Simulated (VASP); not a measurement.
EuO: single point with LDA+U

EuO:

```
Eu O
1.0
     0.00000    2.57195    2.57195
     2.57195    0.00000    2.57195
     2.57195    2.57195    0.00000
Eu O
1 1
Direct
  0.50000 0.50000 0.50000
  0.00000 0.00000 0.00000
```

- Program: VASP 6.6.1
- Task: single point
- Functional: LDA
- Potentials or basis: VASP PAW PBE potentials, release 64 (Eu, O)
- Cutoff: 600 eV
- k mesh: 5 × 5 × 5
- Occupations: gaussian, width 0.05 eV
- Spin: collinear spin, ferromagnetic start
- Starting moments: [0.5, 0.0] μB
- Hubbard terms: Eu f U = 6.0 eV

```
Pressure                                              : -6.9 GPa
Band gap on the k mesh                                : 0.14 eV (least direct gap 0.31 eV)
Net moment                                            : 7.00 μB per cell
Site moments                                          : Eu +6.74; O -0.08 μB
Valence electrons inside the program's atomic spheres : Eu 14.88; O 4.92
```

Levels at points of the mesh, in eV from the valence-band top:
Spin up:
```tsv
k point	band 12	band 13	band 14	band 15	band 16	band 17	band 18	band 19
(0.00, 0.00, 0.00)	-0.48	0.00	0.00	0.00	0.81	2.80	2.80	2.80
```
Spin down:
| k point | band 6 | band 7 | band 8 | band 9 | band 10 | band 11 |
| --- | --- | --- | --- | --- | --- | --- |
| (0.00, 0.00, 0.00) | -2.66 | -2.66 | -2.66 | 1.39 | 3.63 | 3.63 |

Eigenvalues of the final occupation matrices:
```
    site  spin  trace                         eigenvalues
site 1 f     1   6.80  0.96 0.97 0.97 0.97 0.97 0.97 0.97
site 1 f     2   0.02  0.00 0.00 0.00 0.00 0.00 0.00 0.00
```

It took 28 s on 1 thread of Intel(R) Xeon(R) 6975P-C (Granite Rapids) (shared host), peak memory 0.18 GiB.

Caveat: the k points lie up to 0.42 Å⁻¹ apart; the PAW data sets were made with another functional, which shifts forces and pressure a little; spin-orbit coupling is left out, which moves the levels of the heavy elements; an odd mesh through Γ misses points on the zone boundary, where band edges can lie; a cell with one magnetic atom can't hold antiferromagnetic order, which such compounds often take. The state reached can hang on the start; a lower one may exist.
